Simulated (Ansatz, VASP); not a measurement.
SiC: VASP beside Ansatz

The input INCAR:

```
PREC = Accurate
ENCUT = 520
EDIFF = 1E-7
ISMEAR = 0
SIGMA = 0.01
LREAL = False
LASPH = True
NELM = 80
ALGO = Normal
ISIF = 2
LWAVE = False
LCHARG = False
GGA = CA
NBANDS = 16
```

KPOINTS

```
Automatic mesh
0
Gamma
  8 8 4
```

File POSCAR:

```
SiC
1.0
    3.0275844911      0.0000000000      0.0000000000
   -1.5137922456      2.6219650814      0.0000000000
    0.0000000000      0.0000000000      4.9669689056
Si C
2 2
Direct
    0.3333333333      0.6666666667      0.0045923588
    0.6666666667      0.3333333333      0.5045923588
    0.3333333333      0.6666666667      0.3804076412
    0.6666666667      0.3333333333      0.8804076412
```

Input for Ansatz:

```yaml
crystal:
  lattice:
    - [3.02758449111, 0.0, 0.0]
    - [-1.51379224555, 2.6219650814, 0.0]
    - [0.0, 0.0, 4.96696890564]
  atoms:
    - { symbol: Si, position: [0.333333333333, 0.666666666667, 0.00459235879] }
    - { symbol: Si, position: [0.666666666667, 0.333333333333, 0.50459235879] }
    - { symbol: C, position: [0.333333333333, 0.666666666667, 0.38040764121] }
    - { symbol: C, position: [0.666666666667, 0.333333333333, 0.88040764121] }
kpoints:
  mp_grid: { grid: [8, 8, 4] }
scf:
  occupations: { method: fixed }
  convergence: { dr2_threshold: 1.0e-10 }
hamiltonian:
  xc: lda
  pseudopotentials: { kind: all_electron, lapw: { basis_error: 0.0005 } }
output:
  forces: true
  stress: true
  eigenstates:
    kpoints:
      - [0.0, 0.0, 0.0]
      - [-0.666666667, 0.333333333, 0.0]
      - [0.5, -0.5, 0.0]
      - [0.0, 0.5, 0.0]
      - [0.5, 0.0, 0.0]
      - [0.0, 0.0, -0.5]
      - [-0.5, 0.0, -0.5]
      - [-0.5, 0.5, -0.5]
      - [0.0, -0.5, -0.5]
  eigenvalues: true
```

Alike in both runs: task single point; functional LDA; k mesh 8 × 8 × 4; no spin polarisation.

|  | VASP | Ansatz |
| --- | --- | --- |
| version | VASP 6.6.1 | Ansatz 0.2.0 |
| potentials or method | VASP PAW LDA potentials, release 64 (Si, C), cutoff 520 eV | all-electron LAPW, scalar-relativistic |
| occupations | gaussian, width 0.01 eV | fixed |

VASP gave:

```
gap on the k mesh at the Fermi level (eV) : 2.34
pressure (GPa)                            : 7.4
```

Question: What did Ansatz give for the same quantities?

Answer: gap on the k mesh at the Fermi level (eV): 2.35; pressure (GPa): 7.0.

LDA's correlation is that of Perdew and Zunger in VASP and of Perdew and Wang (1992) in Ansatz. Ansatz ran all-electron here, and VASP with PAW potentials.
